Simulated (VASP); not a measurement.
# Br (Fd-3m) in VASP: single point with r2SCAN

Aim: the single point of Br with r2SCAN.

Program: VASP 6.6.1. These are calculated values, not measurements. Logs are shortened: lines on timing, memory, paths and dates and some standing lists are left out, and cuts for length are marked.

### Step 1. The cell of the first run

Symmetry: Fd-3m, No. 227, cubic system. The conventional cell has a = 6.615 Å, b = 6.615 Å, c = 6.615 Å, α = 90.00°, β = 90.00°, γ = 90.00°. Br (site symmetry -43m) has 4 Br at 2.86 Å within 3.8 Å.

### Step 2. Single point, r2SCAN

File POSCAR:

```
Br
1.0
    0.0000000000      3.3076686021      3.3076686021
    3.3076686021      0.0000000000      3.3076686021
    3.3076686021      3.3076686021      0.0000000000
Br
2
Direct
    0.5000000000      0.5000000000      0.5000000000
    0.7500000000      0.7500000000      0.7500000000
```

File INCAR.step1:

```
  ALGO = Normal
  EDIFF = 1E-4
  ENCUT = 520
  GGA = PE
  ISMEAR = 0
  LASPH = T
  LCHARG = F
  LREAL = F
  LWAVE = T
  NBANDS = 14
  NELM = 100
  PREC = Accurate
  SIGMA = 0.1
```

File INCAR.step2:

```
  ALGO = Normal
  EDIFF = 1E-7
  ENCUT = 520
  ISIF = 2
  ISMEAR = 0
  ISTART = 1
  LASPH = T
  LCHARG = F
  LMIXTAU = T
  LREAL = F
  LWAVE = F
  METAGGA = R2SCAN
  NBANDS = 14
  NELM = 100
  PREC = Accurate
  SIGMA = 0.1
```

File KPOINTS:

```
k-points
0
Gamma
  6 6 6
```

Potentials or basis: VASP PAW PBE potentials, release 64 (Br).

Run with:

```
$ cat potpaw_PBE.64/Br/POTCAR > POTCAR
$ cp INCAR.step1 INCAR
$ mpirun -np 1 vasp_std > vasp.out
$ cp INCAR.step2 INCAR
$ mpirun -np 1 vasp_std > vasp.out
```

OUTCAR:

```text
EDIFF = 1E-7
   ENCUT = 520
   ISIF = 2
   ISMEAR = 0
   ISTART = 1
   LASPH = T
   LREAL = F
   METAGGA = R2SCAN
   NELM = 100
   PREC = Accurate

 ion  position               nearest neighbor table
   1  0.500  0.500  0.500-
   2  0.750  0.750  0.750-

  LATTYP: Found a face centered cubic cell.
 ALAT       =     6.6153372042

  Lattice vectors:

 A1 = (   0.0000000000,   3.3076686021,   3.3076686021)
 A2 = (   3.3076686021,   0.0000000000,   3.3076686021)
 A3 = (   3.3076686021,   3.3076686021,   0.0000000000)

Analysis of symmetry for initial positions (statically):
=====================================================================
 Subroutine PRICEL returns:
 Original cell was already a primitive cell.

 Routine SETGRP: Setting up the symmetry group for a
 face centered cubic supercell.

 Subroutine GETGRP returns: Found 48 space group operations
 (whereof 24 operations were pure point group operations)
 out of a pool of 48 trial point group operations.

The static configuration has the point symmetry T_d .
 The point group associated with its full space group is O_h .

Analysis of symmetry for dynamics (positions and initial velocities):
=====================================================================
 Subroutine PRICEL returns:
 Original cell was already a primitive cell.

 Routine SETGRP: Setting up the symmetry group for a
 face centered cubic supercell.

 Subroutine GETGRP returns: Found 48 space group operations
 (whereof 24 operations were pure point group operations)
 out of a pool of 48 trial point group operations.

The dynamic configuration has the point symmetry T_d .
 The point group associated with its full space group is O_h .

 Subroutine INISYM returns: Found 48 space group operations
 (whereof 24 operations are pure point group operations),
 and found     1 'primitive' translations

----------------------------------------------------------------------------------------

                                     Primitive cell

  volume of cell :      72.3762

  direct lattice vectors                    reciprocal lattice vectors
     0.000000000  3.307668602  3.307668602    -0.151163874  0.151163874  0.151163874
     3.307668602  0.000000000  3.307668602     0.151163874 -0.151163874  0.151163874
[... 82 lines left out ...]
   ISIF   =      2    stress and relaxation
   ISYM   =      2    0-nonsym 1-usesym 2-fastsym
   POTIM  = 0.5000    time-step for ionic-motion
   TEBEG  =    0.0;   TEEND  =   0.0 temperature during run
   PSTRESS=    0.0 pullay stress
   NELECT =      14.0000    total number of electrons
   NUPDOWN=      -1.0000    fix difference up-down
   EMIN   =  10.00;   EMAX   =-10.00  energy-range for DOS
   EFERMI =   0.00;   METHOD = LEGACY
   ISMEAR =     0;   SIGMA  =   0.10  broadening in eV -4-tet -1-fermi 0-gaus
   EFERMI_NEDOS =   21; number of points for ismear=-14 and -15
   IALGO  =     38    algorithm
   IMIX   =      4    mixing-type and parameters
     AMIX     =   0.40;   BMIX     =  1.00
     AMIX_MAG =   1.60;   BMIX_MAG =  1.00
  volume/ion in A,a.u.               =      36.19       244.21
  Fermi-wavevector in a.u.,A,eV,Ry     =   0.946787  1.789168 12.196333  0.896405
  Thomas-Fermi vector in A             =   2.074818
   LORBIT       =      0    0 simple, 1 ext, 2 COOP (PROOUT), +10 PAW based schemes
   METAGGA = R2SCAN    functional components
   LHFCALC =     F    Hartree Fock is set to
   AEXX    =    0.0000 exact exchange contribution
   IVDW    =     0    specifies the selected vdW correction
   LEPSILON=     F    determine dielectric tensor
   LRPA    =     F    only Hartree local field effects (RPA)
 non-spin polarized calculation
 Gauss-broadening in eV      SIGMA  =   0.10
  energy-cutoff  :      520.00
  volume of cell :       72.38
 maximum number of plane-waves:      1964
   NGX = 17   NGY = 17   NGZ = 17

 number of electron      13.9999995 magnetization

 Free energy of the ion-electron system (eV)
  ---------------------------------------------------
  ext. energy  EPLUGINS =         0.00000000
  ---------------------------------------------------
  free energy    TOTEN  =       -24.83331697 eV

  energy without entropy =      -24.81178532  energy(sigma->0) =      -24.82255114

 E-fermi :  -0.2113     XC(G=0):  -7.9157

 val. band max:       -0.2213971022   @ k =  -0.3333   0.3333   0.0000
 cond. band min:      -0.1696821591   @ k =  -0.3333   0.1667   0.0000
 fundamental gap:      0.0517149431
 Fermi energy:        -0.2113439549

 k-point     1 :       0.0000    0.0000    0.0000
  band No.  band energies     occupation
      1     -16.8319      2.00000
      2     -13.7704      2.00000
      3      -3.7591      2.00000
      4      -3.7591      2.00000
      5      -3.7591      2.00000
      6      -1.4668      2.00000
      7      -1.4668      2.00000
      8      -1.4668      2.00000
      9       5.1142      0.00000
     10       9.1377      0.00000
     11       9.1377      0.00000
     12      10.7154      0.00000
     13      10.7154      0.00000
     14      10.7154      0.00000
[... 241 lines left out ...]
      1     -15.4899      2.00000
      2     -15.4899      2.00000
      3      -4.8932      2.00000
      4      -4.8932      2.00000
      5      -2.3459      2.00000
      6      -2.3459      2.00000
      7       0.1262      0.00000
      8       0.1262      0.00000
      9       6.8535      0.00000
     10       6.8535      0.00000
     11      10.5560      0.00000
     12      10.5560      0.00000
     13      12.9079      0.00000
     14      12.9079      0.00000

------------------------ aborting loop because EDIFF is reached ----------------------------------------

  FORCE on cell =-STRESS in cart. coord.  units (eV):
  Direction    XX          YY          ZZ          XY          YZ          ZX
  --------------------------------------------------------------------------------------
  -------------------------------------------------------------------------------------
  Total        1.6799456      1.6799456      1.6799456      0.0000000      0.0000000      0.0000000
  in kB       37.1886008     37.1886008     37.1886008      0.0000000      0.0000000      0.0000000
  external PRESSURE =      37.1886008 kB  Pullay stress =       0.0000000 kB

 VOLUME and BASIS-vectors are now :
 -----------------------------------------------------------------------------
  energy-cutoff  :      520.00
  volume of cell :       72.38
      direct lattice vectors                 reciprocal lattice vectors
     0.000000000  3.307668602  3.307668602    -0.151163874  0.151163874  0.151163874
     3.307668602  0.000000000  3.307668602     0.151163874 -0.151163874  0.151163874
     3.307668602  3.307668602  0.000000000     0.151163874  0.151163874 -0.151163874

 POSITION                                       TOTAL-FORCE (eV/Angst)
 -----------------------------------------------------------------------------------
      3.30767      3.30767      3.30767        -0.000000     -0.000000     -0.000000
      4.96150      4.96150      4.96150         0.000000      0.000000      0.000000
 -----------------------------------------------------------------------------------
    total drift:                                0.000000      0.000000      0.000000

  FREE ENERGIE OF THE ION-ELECTRON SYSTEM (eV)
  ---------------------------------------------------
  free  energy   TOTEN  =       -24.8333169688 eV

  energy  without entropy=      -24.8117853164  energy(sigma->0) =      -24.82255114
```

Wall time 81 s (1 thread of AMD EPYC 9R45 (Zen 5), shared host); peak memory 0.17 GiB.

What came out:

```yaml
Free_energy: -24.8333 eV
Pressure: 3.7 GPa
Band_gap_on_the_k_mesh: zero (band 7 reaches 0.27 eV, above the bottom of band 8 at -1.47 eV)
```

Levels at points of the mesh, in eV from the Fermi level:
```tsv
k point	band 5	band 6	band 7	band 8	band 9	band 10
(0.00, 0.00, 0.00)	-3.55	-1.26	-1.26	-1.26	5.33	9.35
(0.50, 0.00, 0.00)	-4.05	-0.50	-0.50	-0.09	7.71	8.11
(0.50, 0.50, 0.00)	-2.37	-2.37	0.49	0.49	7.14	7.14
```

Caveat: the PAW data sets were made with another functional, which shifts forces and pressure a little.
